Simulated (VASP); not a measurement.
# Pt4Au (Pt (100), 5 layers) in VASP: single point with PBE

Aim: the single point of Pt4Au (Pt (100), 5 layers) with PBE.

All numbers are computed with VASP 6.6.1; they aren't measurements. Logs are shortened: lines on timing, memory, paths and dates and some standing lists are left out, and cuts for length are marked.

### Step 1. The cell of the first run

The cell holds a slab with vacuum, 5 atoms: a = 2.808 Å, b = 2.808 Å, c = 23.942 Å, α = 90.00°, β = 90.00°, γ = 90.00°.

### Step 2. Single point, PBE

File INCAR:

```
  PREC = Accurate
  ENCUT = 520
  EDIFF = 1E-6
  ISMEAR = -1
  SIGMA = 0.08
  LREAL = False
  LASPH = True
  NELM = 100
  ALGO = Normal
  ISIF = 2
  LWAVE = False
  LCHARG = False
  LDIPOL = True
  IDIPOL = 3
  DIPOL = 0.5 0.5 0.500
  GGA = PE
  NBANDS = 34
```

File KPOINTS:

```
Automatic mesh
0
Gamma
  12 12 1
```

File POSCAR:

```
Pt4Au
1.0
    2.8080030018      0.0000000000      0.0000000000
    0.0000000000      2.8080030018      0.0000000000
    0.0000000000      0.0000000000     23.9422000000
Pt Au
4 1
Direct
    0.0000000000      0.0000000000      0.3366330712
    0.5000000000      0.5000000000      0.4175861933
    0.5000000000      0.5000000000      0.5824138035
    0.0000000000      0.0000000000      0.6633669312
    0.0000000000      0.0000000000      0.5000000008
```

Potentials or basis: VASP PAW PBE potentials, release 64 (Pt, Au).

Run with:

```console
> cat potpaw_PBE.64/Pt/POTCAR potpaw_PBE.64/Au/POTCAR > POTCAR
> mpirun -np 1 vasp_std > vasp.out
```

OUTCAR:

```text
PREC = Accurate
   ENCUT = 520
   EDIFF = 1E-6
   ISMEAR = -1
   LREAL = False
   LASPH = True
   NELM = 100
   ISIF = 2
   GGA = PE

 ion  position               nearest neighbor table
   1  0.000  0.000  0.337-   2 2.77   2 2.77   2 2.77   2 2.77
   2  0.500  0.500  0.418-   1 2.77   1 2.77   1 2.77   1 2.77   5 2.80   5 2.80   5 2.80   5 2.80

   3  0.500  0.500  0.582-   4 2.77   4 2.77   4 2.77   4 2.77   5 2.80   5 2.80   5 2.80   5 2.80

   4  0.000  0.000  0.663-   3 2.77   3 2.77   3 2.77   3 2.77
   5  0.000  0.000  0.500-   3 2.80   3 2.80   3 2.80   3 2.80   2 2.80   2 2.80   2 2.80   2 2.80

  LATTYP: Found a simple tetragonal cell.
 ALAT       =     2.8080030018
 C/A-ratio  =     8.5264153865

  Lattice vectors:

 A1 = (   2.8080030018,   0.0000000000,   0.0000000000)
 A2 = (   0.0000000000,   2.8080030018,   0.0000000000)
 A3 = (   0.0000000000,   0.0000000000,  23.9422000000)

Analysis of symmetry for initial positions (statically):
=====================================================================
 Subroutine PRICEL returns:
 Original cell was already a primitive cell.

 Routine SETGRP: Setting up the symmetry group for a
 simple tetragonal supercell.

 Subroutine GETGRP returns: Found 16 space group operations
 (whereof 16 operations were pure point group operations)
 out of a pool of 16 trial point group operations.

The static configuration has the point symmetry D_4h.

Analysis of symmetry for dynamics (positions and initial velocities):
=====================================================================
 Subroutine PRICEL returns:
 Original cell was already a primitive cell.

 Routine SETGRP: Setting up the symmetry group for a
 simple tetragonal supercell.

 Subroutine GETGRP returns: Found 16 space group operations
 (whereof 16 operations were pure point group operations)
 out of a pool of 16 trial point group operations.

The dynamic configuration has the point symmetry D_4h.

 Subroutine INISYM returns: Found 16 space group operations
 (whereof 16 operations are pure point group operations),
 and found     1 'primitive' translations

----------------------------------------------------------------------------------------

                                     Primitive cell

  volume of cell :     188.7814

  direct lattice vectors                    reciprocal lattice vectors
     2.808003002  0.000000000  0.000000000     0.356124975  0.000000000  0.000000000
     0.000000000  2.808003002  0.000000000     0.000000000  0.356124975  0.000000000
     0.000000000  0.000000000 23.942200000     0.000000000  0.000000000  0.041767256

  length of vectors
     2.808003002  2.808003002 23.942200000     0.356124975  0.356124975  0.041767256

  position of ions in fractional coordinates (direct lattice)
     0.000000000  0.000000000  0.336633071
     0.500000000  0.500000000  0.417586193
     0.500000000  0.500000000  0.582413804
     0.000000000  0.000000000  0.663366931
     0.000000000  0.000000000  0.500000001

  ion indices of the primitive-cell ions
   primitive index   ion index
                 1           1
                 2           2
                 3           3
                 4           4
                 5           5

----------------------------------------------------------------------------------------

 KPOINTS: Automatic mesh

Automatic generation of k-mesh.
 Grid dimensions read from file:
 generate k-points for:   12   12    1

 Generating k-lattice:

  Cartesian coordinates                     Fractional coordinates (reciprocal lattice)
     0.029677081  0.000000000  0.000000000     0.083333333  0.000000000  0.000000000
     0.000000000  0.029677081  0.000000000     0.000000000  0.083333333  0.000000000
     0.000000000  0.000000000  0.041767256     0.000000000  0.000000000  1.000000000

  Length of vectors
     0.029677081  0.029677081  0.041767256

  Shift w.r.t. Gamma in fractional coordinates (k-lattice)
     0.000000000  0.000000000  0.000000000

 Subroutine IBZKPT returns following result:
 ===========================================

 Found     28 irreducible k-points:

 Following reciprocal coordinates:
            Coordinates               Weight
  0.000000  0.000000  0.000000      1.000000
  0.083333  0.000000  0.000000      4.000000
  0.166667  0.000000  0.000000      4.000000
  0.250000  0.000000  0.000000      4.000000
  0.333333  0.000000  0.000000      4.000000
  0.416667  0.000000  0.000000      4.000000
[... 16 lines left out ...]
  0.333333  0.333333  0.000000      4.000000
  0.416667  0.333333  0.000000      8.000000
 [... further k-points ...]
   k-points           NKPTS =     28   k-points in BZ     NKDIM =     28   number of bands    NBANDS=     34
   number of dos      NEDOS =    301   number of ions     NIONS =      5
   total plane-waves  NPLWV = 103680
   dimension x,y,z NGX =    24 NGY =   24 NGZ =  180
   dimension x,y,z NGXF=    48 NGYF=   48 NGZF=  360
   ions per type =               4   1
   NGX,Y,Z   is equivalent  to a cutoff of  14.21, 14.21, 12.50 a.u.
   NGXF,Y,Z  is equivalent  to a cutoff of  28.42, 28.42, 25.00 a.u.
 SYSTEM =  unknown system
   PREC   = accura    normal or accurate (medium, high low for compatibility)
   ISTART =      0    job   : 0-new  1-cont  2-samecut
   ICHARG =      2    charge: 1-file 2-atom 10-const
   ISPIN  =      1    spin polarized calculation?
   LNONCOLLINEAR =      F non collinear calculations
   LSORBIT =      F    spin-orbit coupling
   LASPH  =      T    aspherical Exc in radial PAW
   ENCUT  =  520.0 eV  38.22 Ry    6.18 a.u.   5.22  5.22 44.52*2*pi/ulx,y,z
   NELM   =    100;   NELMIN=  2; NELMDL= -5     # of ELM steps
   EDIFF  = 0.1E-05   stopping-criterion for ELM
   LREAL  =      F    real-space projection
   EDIFFG = 0.1E-04   stopping-criterion for IOM
   NSW    =      0    number of steps for IOM
   IBRION =     -1    ionic relax: 0-MD 1-quasi-New 2-CG
   NFREE  =      0    steps in history (QN), initial steepest desc. (CG)
   ISIF   =      2    stress and relaxation
   ISYM   =      2    0-nonsym 1-usesym 2-fastsym
   POTIM  = 0.5000    time-step for ionic-motion
   TEBEG  =    0.0;   TEEND  =   0.0 temperature during run
   PSTRESS=    0.0 pullay stress
   NELECT =      51.0000    total number of electrons
   NUPDOWN=      -1.0000    fix difference up-down
   EMIN   =  10.00;   EMAX   =-10.00  energy-range for DOS
   EFERMI =   0.00;   METHOD = LEGACY
   ISMEAR =    -1;   SIGMA  =   0.08  broadening in eV -4-tet -1-fermi 0-gaus
   EFERMI_NEDOS =   21; number of points for ismear=-14 and -15
   IALGO  =     38    algorithm
   IMIX   =      4    mixing-type and parameters
     AMIX     =   0.40;   BMIX     =  1.00
     AMIX_MAG =   1.60;   BMIX_MAG =  1.00
  volume/ion in A,a.u.               =      37.76       254.79
  Fermi-wavevector in a.u.,A,eV,Ry     =   1.058307  1.999911 15.238723  1.120015
  Thomas-Fermi vector in A             =   2.193612
   LORBIT       =      0    0 simple, 1 ext, 2 COOP (PROOUT), +10 PAW based schemes
   GGA     = PE    functional components
   LHFCALC =     F    Hartree Fock is set to
   AEXX    =    0.0000 exact exchange contribution
   IVDW    =     0    specifies the selected vdW correction
   LEPSILON=     F    determine dielectric tensor
   LRPA    =     F    only Hartree local field effects (RPA)
 non-spin polarized calculation
  energy-cutoff  :      520.00
  volume of cell :      188.78
 maximum number of plane-waves:      5128
 NGX is ok and might be reduce to    24
   NGX = 11   NGY = 11   NGZ = 89

 dipolmoment           0.000000      0.000000      0.000000 electrons x Angstroem

 number of electron      50.9999999 magnetization

 dipolmoment           0.000000      0.000000     -0.000000 electrons x Angstroem

 Free energy of the ion-electron system (eV)
  ---------------------------------------------------
  ext. energy  EPLUGINS =         0.00000000
  ---------------------------------------------------
  free energy    TOTEN  =       -25.58509842 eV

  energy without entropy =      -25.42551406  energy(sigma->0) =      -25.50530624

 E-fermi :   0.9748     XC(G=0):  -6.2555

 val. band max:        0.9715536780   @ k =   0.1667   0.1667   0.0000
 cond. band min:       0.9794359267   @ k =   0.4167   0.4167   0.0000
 fundamental gap:      0.0078822487
 Fermi energy:         0.9748197905

 k-point     1 :       0.0000    0.0000    0.0000
  band No.  band energies     occupation
      1      -8.6269      2.00000
      2      -7.1411      2.00000
      3      -6.1768      2.00000
      4      -5.6406      2.00000
      5      -5.2893      2.00000
      6      -4.9513      2.00000
[... 26 lines left out ...]
     33       6.8220      0.00000
     34       7.5939      0.00000

 k-point     2 :       0.0833    0.0000    0.0000
  band No.  band energies     occupation
      1      -8.4567      2.00000
      2      -6.9948      2.00000
      3      -6.0490      2.00000
      4      -5.5368      2.00000
      5      -5.1672      2.00000
      6      -4.8219      2.00000
[... 26 lines left out ...]
     33       6.9735      0.00000
     34       7.7117      0.00000

 k-point     3 :       0.1667    0.0000    0.0000
  band No.  band energies     occupation
      1      -7.9744      2.00000
      2      -6.6220      2.00000
      3      -5.7983      2.00000
      4      -5.1496      2.00000
      5      -4.9141      2.00000
      6      -4.6256      2.00000
[... 26 lines left out ...]
     33       7.4323      0.00000
     34       8.0113      0.00000
[... 704 lines left out ...]
 k-point    23 :       0.3333    0.3333    0.0000
  band No.  band energies     occupation
      1      -5.5185      2.00000
      2      -5.0195      2.00000
      3      -5.0113      2.00000
      4      -4.9808      2.00000
      5      -4.1451      2.00000
      6      -3.9778      2.00000
[... 26 lines left out ...]
     33       9.3853      0.00000
     34       9.4582      0.00000

 k-point    24 :       0.4167    0.3333    0.0000
  band No.  band energies     occupation
      1      -5.5949      2.00000
      2      -5.2542      2.00000
      3      -5.2040      2.00000
      4      -5.1014      2.00000
      5      -4.1841      2.00000
      6      -4.1531      2.00000
[... 26 lines left out ...]
     33       8.4316      0.00000
     34       9.7561      0.00000

 [... further k-points ...]

------------------------ aborting loop because EDIFF is reached ----------------------------------------

 vacuum level on the upper side and lower side of the slab       (xc-potential included)        -0.159        -0.159

  FORCE on cell =-STRESS in cart. coord.  units (eV):
  Direction    XX          YY          ZZ          XY          YZ          ZX
  --------------------------------------------------------------------------------------
  -------------------------------------------------------------------------------------
  Total       -0.4565426     -0.4565426      3.1023547      0.0000000      0.0000000      0.0000000
  in kB       -3.8746518     -3.8746518     26.3295143      0.0000000      0.0000000      0.0000000
  external PRESSURE =       6.1934036 kB  Pullay stress =       0.0000000 kB

 VOLUME and BASIS-vectors are now :
 -----------------------------------------------------------------------------
  energy-cutoff  :      520.00
  volume of cell :      188.78
      direct lattice vectors                 reciprocal lattice vectors
     2.808003002  0.000000000  0.000000000     0.356124975  0.000000000  0.000000000
     0.000000000  2.808003002  0.000000000     0.000000000  0.356124975  0.000000000
     0.000000000  0.000000000 23.942200000     0.000000000  0.000000000  0.041767256

 POSITION                                       TOTAL-FORCE (eV/Angst)
 -----------------------------------------------------------------------------------
      0.00000      0.00000      8.05974         0.000000     -0.000000     -0.007188
      1.40400      1.40400      9.99793        -0.000000      0.000000     -0.788656
      1.40400      1.40400     13.94427        -0.000000      0.000000      0.788656
      0.00000      0.00000     15.88246         0.000000     -0.000000      0.007188
      0.00000      0.00000     11.97110         0.000000     -0.000000      0.000000
 -----------------------------------------------------------------------------------
    total drift:                                0.000000      0.000000      0.000002

  FREE ENERGIE OF THE ION-ELECTRON SYSTEM (eV)
  ---------------------------------------------------
  free  energy   TOTEN  =       -25.5850984201 eV

  energy  without entropy=      -25.4255140565  energy(sigma->0) =      -25.50530624

 vacuum level on the upper side and lower side of the slab         6.591         6.591
```

Run time: 2.6 min. Hardware: 1 thread of Intel Xeon 6975P-C (Granite Rapids), shared host; peak memory 0.39 GiB.

What came out:

* Free energy: -25.5851 eV
* Largest force: 0.789 eV/Å

Forces on the atoms (eV/Å):
```
Pt   0.000  0.000 -0.007
Pt   0.000  0.000 -0.789
Pt   0.000  0.000  0.789
Pt   0.000  0.000  0.007
Au   0.000  0.000  0.000
```

Caveat: spin-orbit coupling is left out, which moves the levels of the heavy elements.
